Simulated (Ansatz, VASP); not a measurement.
Two plane-wave programs on Bi

```
CELL_PARAMETERS angstrom
-1.98143 1.98143 1.98143
1.98143 -1.98143 1.98143
1.98143 1.98143 -1.98143
ATOMIC_POSITIONS crystal
Bi 0.00000 0.00000 0.00000
```

Alike in both runs: functional LDA; k mesh 5 × 5 × 5; occupations fermi-dirac, width 0.05 eV; no spin polarisation.

|  | VASP | Ansatz |
| --- | --- | --- |
| version | VASP 6.6.1 | Ansatz 0.2.0 |
| potentials or method | VASP PAW LDA potentials, release 64 (Bi_d) | Ansatz PAW |
| plane-wave cutoff (eV) | 520 | 420 |
| valence electrons in the cell | 15 | 15 |
| task | single point | projected density of states |

```csv
,VASP,Ansatz,Ansatz less VASP
gap on the k mesh at the Fermi level (eV),none,none,-
pressure (GPa),-3.0,-3.1,-0.04
```

LDA's correlation is that of Perdew and Zunger in VASP and of Perdew and Wang (1992) in Ansatz. A gap of «none» marks a metal or a gap that the smearing closes.

The k mesh is coarse, so the values compare programs but aren't converged. Neither program's run includes spin-orbit coupling.
